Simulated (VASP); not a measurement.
# NbPdSe3 (P-6m2) in VASP: a series of runs

NbPdSe3 is run at these levels: PBE; tasks: single point.

Program: VASP 6.6.1. These are calculated values, not measurements. Logs are shortened: lines on timing, memory, paths and dates and some standing lists are left out, and cuts for length are marked.

## Step 1: The cell of the first run

The structure is hexagonal, space group P-6m2 (No. 187). Conventional cell: a = 4.758 Å, b = 4.758 Å, c = 6.187 Å, α = 90.00°, β = 90.00°, γ = 120.00°. Within 4.2 Å of Nb (site symmetry -6m2) lie 2 Pd at 3.09 Å and 12 Se at 3.19 to 4.14 Å. Pd (site symmetry -6m2) has 9 Se at 2.75 to 3.12 Å and 2 Nb at 3.09 Å within 3.6 Å. Within 3.9 Å of Se (site symmetry 3m) lie 5 Se at 2.94 to 3.25 Å and 3 Pd at 3.12 Å and 3 Nb at 3.19 Å. Se (site symmetry -6m2) has 3 Pd at 2.75 Å and 6 Se at 3.12 Å within 3.6 Å.

The cell was generated, and may not be a known phase.

## Step 2: Single point, PBE

INCAR

```
PREC = Accurate
ENCUT = 520
EDIFF = 1E-6
ISMEAR = 0
SIGMA = 0.1
LREAL = False
LASPH = True
NELM = 60
ALGO = Normal
ISIF = 2
LWAVE = False
LCHARG = False
GGA = PE
NBANDS = 28
```

KPOINTS

```
regular mesh
0
Gamma
  6 6 4
```

POSCAR

```
NbPdSe3
1.0
    4.7582169000      0.0000000000      0.0000000000
   -2.3791084500      4.1207367100      0.0000000000
    0.0000000000      0.0000000000      6.1865155600
Nb Pd Se
1 1 3
Direct
    0.0000000000      0.0000000000      0.0000000000
    0.0000000000      0.0000000000      0.5000000000
    0.3333333300      0.6666666700      0.2623169400
    0.3333333300      0.6666666700      0.7376830600
    0.6666666700      0.3333333300      0.5000000000
```

Potentials or basis: VASP PAW PBE potentials, release 64 (Nb_sv, Pd, Se).

Run with:

```
$ cat potpaw_PBE.64/Nb_sv/POTCAR potpaw_PBE.64/Pd/POTCAR potpaw_PBE.64/Se/POTCAR > POTCAR
$ mpirun -np 1 vasp_std > vasp.out
```

OUTCAR:

```text
PREC = Accurate
   ENCUT = 520
   EDIFF = 1E-6
   ISMEAR = 0
   LREAL = False
   LASPH = True
   NELM = 60
   ISIF = 2
   GGA = PE

 ion  position               nearest neighbor table
   1  0.000  0.000  0.000-   2 3.09   2 3.09
   2  0.000  0.000  0.500-   5 2.75   5 2.75   5 2.75   1 3.09   1 3.09   4 3.12   3 3.12   3 3.12
                             4 3.12   3 3.12   4 3.12
   3  0.333  0.667  0.262-   2 3.12   2 3.12   2 3.12
   4  0.333  0.667  0.738-   2 3.12   2 3.12   2 3.12
   5  0.667  0.333  0.500-   2 2.75   2 2.75   2 2.75

  LATTYP: Found a hexagonal cell.
 ALAT       =     4.7582169000
 C/A-ratio  =     1.3001751896

  Lattice vectors:

 A1 = (   4.7582169000,   0.0000000000,   0.0000000000)
 A2 = (  -2.3791084500,   4.1207367100,   0.0000000000)
 A3 = (   0.0000000000,   0.0000000000,   6.1865155600)

Analysis of symmetry for initial positions (statically):
=====================================================================
 Subroutine PRICEL returns:
 Original cell was already a primitive cell.

 Routine SETGRP: Setting up the symmetry group for a
 hexagonal supercell.

 Subroutine GETGRP returns: Found 12 space group operations
 (whereof 12 operations were pure point group operations)
 out of a pool of 24 trial point group operations.

The static configuration has the point symmetry D_3h.

Analysis of symmetry for dynamics (positions and initial velocities):
=====================================================================
 Subroutine PRICEL returns:
 Original cell was already a primitive cell.

 Routine SETGRP: Setting up the symmetry group for a
 hexagonal supercell.

 Subroutine GETGRP returns: Found 12 space group operations
 (whereof 12 operations were pure point group operations)
 out of a pool of 24 trial point group operations.

The dynamic configuration has the point symmetry D_3h.

 Subroutine INISYM returns: Found 12 space group operations
 (whereof 12 operations are pure point group operations),
 and found     1 'primitive' translations

----------------------------------------------------------------------------------------

                                     Primitive cell

  volume of cell :     121.3012

  direct lattice vectors                    reciprocal lattice vectors
     4.758216900  0.000000000  0.000000000     0.210162761  0.121337527  0.000000000
    -2.379108450  4.120736710  0.000000000     0.000000000  0.242675053  0.000000000
     0.000000000  0.000000000  6.186515560     0.000000000  0.000000000  0.161641879

  length of vectors
     4.758216900  4.758216898  6.186515560     0.242675053  0.242675053  0.161641879

  position of ions in fractional coordinates (direct lattice)
     0.000000000  0.000000000  0.000000000
     0.000000000  0.000000000  0.500000000
     0.333333330  0.666666670  0.262316940
     0.333333330  0.666666670  0.737683060
     0.666666670  0.333333330  0.500000000

  ion indices of the primitive-cell ions
   primitive index   ion index
                 1           1
                 2           2
                 3           3
                 4           4
                 5           5

----------------------------------------------------------------------------------------

 KPOINTS: regular mesh

Automatic generation of k-mesh.
 Grid dimensions read from file:
 generate k-points for:    6    6    4

 Generating k-lattice:

  Cartesian coordinates                     Fractional coordinates (reciprocal lattice)
     0.035027127  0.020222921  0.000000000     0.166666667  0.000000000  0.000000000
     0.000000000  0.040445842  0.000000000     0.000000000  0.166666667  0.000000000
     0.000000000  0.000000000  0.040410470     0.000000000  0.000000000  0.250000000

  Length of vectors
     0.040445842  0.040445842  0.040410470

  Shift w.r.t. Gamma in fractional coordinates (k-lattice)
     0.000000000  0.000000000  0.000000000

 Subroutine IBZKPT returns following result:
 ===========================================

 Found     21 irreducible k-points:

 Following reciprocal coordinates:
            Coordinates               Weight
  0.000000  0.000000  0.000000      1.000000
  0.166667 -0.000000  0.000000      6.000000
  0.333333 -0.000000  0.000000      6.000000
  0.500000 -0.000000  0.000000      3.000000
  0.166667  0.166667  0.000000      6.000000
  0.333333  0.166667  0.000000     12.000000
[... 13 lines left out ...]
  0.333333  0.166667  0.500000     12.000000
  0.333333  0.333333  0.500000      2.000000
   k-points           NKPTS =     21   k-points in BZ     NKDIM =     21   number of bands    NBANDS=     28
   number of dos      NEDOS =    301   number of ions     NIONS =      5
   total plane-waves  NPLWV =  62208
   dimension x,y,z NGX =    36 NGY =   36 NGZ =   48
   dimension x,y,z NGXF=    72 NGYF=   72 NGZF=   96
   ions per type =               1   1   3
   NGX,Y,Z   is equivalent  to a cutoff of  12.58, 12.58, 12.90 a.u.
   NGXF,Y,Z  is equivalent  to a cutoff of  25.16, 25.16, 25.80 a.u.
 SYSTEM =  unknown system
   PREC   = accura    normal or accurate (medium, high low for compatibility)
   ISTART =      0    job   : 0-new  1-cont  2-samecut
   ICHARG =      2    charge: 1-file 2-atom 10-const
   ISPIN  =      1    spin polarized calculation?
   LNONCOLLINEAR =      F non collinear calculations
   LSORBIT =      F    spin-orbit coupling
   LASPH  =      T    aspherical Exc in radial PAW
   ENCUT  =  520.0 eV  38.22 Ry    6.18 a.u.   8.85  8.85 11.50*2*pi/ulx,y,z
   NELM   =     60;   NELMIN=  2; NELMDL= -5     # of ELM steps
   EDIFF  = 0.1E-05   stopping-criterion for ELM
   LREAL  =      F    real-space projection
   EDIFFG = 0.1E-04   stopping-criterion for IOM
   NSW    =      0    number of steps for IOM
   IBRION =     -1    ionic relax: 0-MD 1-quasi-New 2-CG
   NFREE  =      0    steps in history (QN), initial steepest desc. (CG)
   ISIF   =      2    stress and relaxation
   ISYM   =      2    0-nonsym 1-usesym 2-fastsym
   POTIM  = 0.5000    time-step for ionic-motion
   TEBEG  =    0.0;   TEEND  =   0.0 temperature during run
   PSTRESS=    0.0 pullay stress
   NELECT =      41.0000    total number of electrons
   NUPDOWN=      -1.0000    fix difference up-down
   EMIN   =  10.00;   EMAX   =-10.00  energy-range for DOS
   EFERMI =   0.00;   METHOD = LEGACY
   ISMEAR =     0;   SIGMA  =   0.10  broadening in eV -4-tet -1-fermi 0-gaus
   EFERMI_NEDOS =   21; number of points for ismear=-14 and -15
   IALGO  =     38    algorithm
   IMIX   =      4    mixing-type and parameters
     AMIX     =   0.40;   BMIX     =  1.00
     AMIX_MAG =   1.60;   BMIX_MAG =  1.00
  volume/ion in A,a.u.               =      24.26       163.72
  Fermi-wavevector in a.u.,A,eV,Ry     =   1.140375  2.154996 17.693768  1.300455
  Thomas-Fermi vector in A             =   2.277077
   LORBIT       =      0    0 simple, 1 ext, 2 COOP (PROOUT), +10 PAW based schemes
   GGA     = PE    functional components
   LHFCALC =     F    Hartree Fock is set to
   AEXX    =    0.0000 exact exchange contribution
   IVDW    =     0    specifies the selected vdW correction
   LEPSILON=     F    determine dielectric tensor
   LRPA    =     F    only Hartree local field effects (RPA)
 non-spin polarized calculation
 Gauss-broadening in eV      SIGMA  =   0.10
  energy-cutoff  :      520.00
  volume of cell :      121.30
 maximum number of plane-waves:      3288
 NGX is ok and might be reduce to    36
   NGX = 17   NGY = 17   NGZ = 23

 number of electron      41.0000003 magnetization

 Free energy of the ion-electron system (eV)
  ---------------------------------------------------
  ext. energy  EPLUGINS =         0.00000000
  ---------------------------------------------------
  free energy    TOTEN  =       -22.88893350 eV

  energy without entropy =      -22.84848725  energy(sigma->0) =      -22.86871038

 E-fermi :   4.8562     XC(G=0):  -9.9968

 val. band max:        4.8544649385   @ k =   0.1667  -0.0000   0.5000
 cond. band min:       4.8649867340   @ k =   0.5000  -0.0000   0.0000
 fundamental gap:      0.0105217956
 Fermi energy:         4.8561616476

 k-point     1 :       0.0000    0.0000    0.0000
  band No.  band energies     occupation
      1     -51.1411      2.00000
      2     -27.1515      2.00000
      3     -27.1515      2.00000
      4     -27.0343      2.00000
      5      -9.4818      2.00000
      6      -7.2450      2.00000
[... 20 lines left out ...]
     27       6.2345      0.00000
     28       9.6122      0.00000

 k-point     2 :       0.1667   -0.0000    0.0000
  band No.  band energies     occupation
      1     -51.1411      2.00000
      2     -27.1526      2.00000
      3     -27.1518      2.00000
      4     -27.0341      2.00000
      5      -9.3436      2.00000
      6      -7.2258      2.00000
[... 20 lines left out ...]
     27       6.9822      0.00000
     28       9.2296      0.00000

 k-point     3 :       0.3333   -0.0000    0.0000
  band No.  band energies     occupation
      1     -51.1410      2.00000
      2     -27.1549      2.00000
      3     -27.1523      2.00000
      4     -27.0338      2.00000
      5      -8.9880      2.00000
      6      -7.4129      2.00000
[... 20 lines left out ...]
     27       8.2213      0.00000
     28       9.0370      0.00000

 k-point     4 :       0.5000   -0.0000    0.0000
  band No.  band energies     occupation
      1     -51.1410      2.00000
      2     -27.1560      2.00000
      3     -27.1526      2.00000
      4     -27.0336      2.00000
      5      -8.7137      2.00000
      6      -7.7182      2.00000
[... 485 lines left out ...]
     27       7.7200      0.00000
     28       8.9134      0.00000

 k-point    20 :       0.3333    0.1667    0.5000
  band No.  band energies     occupation
      1     -51.1410      2.00000
      2     -27.1555      2.00000
      3     -27.1532      2.00000
      4     -27.0347      2.00000
      5      -8.4721      2.00000
      6      -7.7134      2.00000
[... 20 lines left out ...]
     27       8.4101      0.00000
     28       8.6819      0.00000

 k-point    21 :       0.3333    0.3333    0.5000
  band No.  band energies     occupation
      1     -51.1410      2.00000
      2     -27.1551      2.00000
      3     -27.1542      2.00000
      4     -27.0346      2.00000
      5      -8.2029      2.00000
      6      -7.8598      2.00000
[... 20 lines left out ...]
     27       8.0939      0.00000
     28       8.5064      0.00000

------------------------ aborting loop because EDIFF is reached ----------------------------------------

  FORCE on cell =-STRESS in cart. coord.  units (eV):
  Direction    XX          YY          ZZ          XY          YZ          ZX
  --------------------------------------------------------------------------------------
  -------------------------------------------------------------------------------------
  Total       -9.1873023     -9.1873023     -6.8621388      0.0000000      0.0000000      0.0000000
  in kB     -121.3482109   -121.3482108    -90.6368639      0.0000000      0.0000000      0.0000000
  external PRESSURE =    -111.1110952 kB  Pullay stress =       0.0000000 kB

 VOLUME and BASIS-vectors are now :
 -----------------------------------------------------------------------------
  energy-cutoff  :      520.00
  volume of cell :      121.30
      direct lattice vectors                 reciprocal lattice vectors
     4.758216900  0.000000000  0.000000000     0.210162761  0.121337527  0.000000000
    -2.379108450  4.120736710  0.000000000     0.000000000  0.242675053  0.000000000
     0.000000000  0.000000000  6.186515560     0.000000000  0.000000000  0.161641879

 POSITION                                       TOTAL-FORCE (eV/Angst)
 -----------------------------------------------------------------------------------
      0.00000      0.00000      0.00000         0.000000      0.000000      0.000000
      0.00000      0.00000      3.09326         0.000000      0.000000      0.000000
     -0.00000      2.74716      1.62283         0.000000      0.000000     -2.412069
     -0.00000      2.74716      4.56369        -0.000000      0.000000      2.412069
      2.37911      1.37358      3.09326        -0.000000      0.000000      0.000000
 -----------------------------------------------------------------------------------
    total drift:                                0.000009     -0.000005      0.000000

  FREE ENERGIE OF THE ION-ELECTRON SYSTEM (eV)
  ---------------------------------------------------
  free  energy   TOTEN  =       -22.8889334965 eV

  energy  without entropy=      -22.8484872543  energy(sigma->0) =      -22.86871038
```

Wall time 72 s (1 thread of Intel Xeon Platinum 8488C (Sapphire Rapids), shared host); peak memory 0.27 GiB.

Results:

| Quantity | Value |
| --- | --- |
| Free energy | -22.8889 eV |
| Pressure | -11.1 GPa |
| Largest force | 2.412 eV/Å |
| Band gap on the k mesh | zero (an odd number of electrons rules out a gap without spin polarisation) |

Forces in eV/Å, atoms in the order of the input:
```
Nb   0.000  0.000  0.000
Pd   0.000  0.000  0.000
Se   0.000  0.000 -2.412
Se   0.000  0.000  2.412
Se   0.000  0.000  0.000
```

Caveat: the cell stands under tension; forces of over 1 eV/Å act on the atoms, so gaps and moduli don't describe the material at rest.

(Continued in part 2 of 2.)
